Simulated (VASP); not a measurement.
Wanted: the native input for a VASP 6.6.1 run.

```yaml
Task: single point
Functional: PBE
Potentials_or_basis: VASP PAW PBE potentials, release 64 (Rb_sv, Cl)
Cutoff: 500 eV
k_mesh: 13 × 13 × 13
Occupations: fermi-dirac, width 0.1 eV
Spin: no spin polarisation
Dipole_correction: no
Further_INCAR_settings: ALGO = Normal; EDIFF = 1e-06; NBANDS = 15
```

The structure of RbCl (rocksalt type) lies in POSCAR:

```
RbCl
1.0
    0.0000000000      2.4675371953      2.4675371953
    2.4675371953      0.0000000000      2.4675371953
    2.4675371953      2.4675371953      0.0000000000
Rb Cl
1 1
Direct
    0.0000000000      0.0000000000      0.0000000000
    0.5000000000      0.5000000000      0.5000000000
```

One way to write it, as run:

INCAR

```
SYSTEM = RbCl
ALGO     = Normal         ! electronic algorithm
EDIFF    = 1E-6           ! SCF threshold, eV
ENCUT    = 500            ! plane-wave cutoff, eV
GGA      = PE             ! functional
GGA_COMPAT= .False.      
ISIF     = 2              ! what is computed and relaxed
ISMEAR   = -1             ! smearing method
LASPH    = .True.         ! aspherical terms in the spheres
LCHARG   = .False.        ! write CHGCAR
LREAL    = .False.        ! projectors in reciprocal space
LWAVE    = .False.        ! write WAVECAR
NBANDS   = 15             ! bands
NELM     = 120            ! most SCF steps
PREC     = Accurate       ! precision mode
SIGMA    = 0.1            ! smearing width, eV
```

KPOINTS

```
k-points
0
Gamma
  13 13 13
  0 0 0
```

Potentials or basis: VASP PAW PBE potentials, release 64 (Rb_sv, Cl).

Command:

```bash
$ cat potpaw_PBE.64/Rb_sv/POTCAR potpaw_PBE.64/Cl/POTCAR > POTCAR
$ mpirun -np 1 vasp_std > vasp.out
```

Results of the run:

```
Pressure               : 125.7 GPa
Band gap on the k mesh : 1.12 eV (least direct gap 1.24 eV)
```

Caveat: the cell stands under pressure; an odd mesh through Γ misses points on the zone boundary, where band edges can lie.

It took 28 s on 1 thread of Intel(R) Xeon(R) Platinum 8488C (Sapphire Rapids) (shared host), peak memory 0.17 GiB.
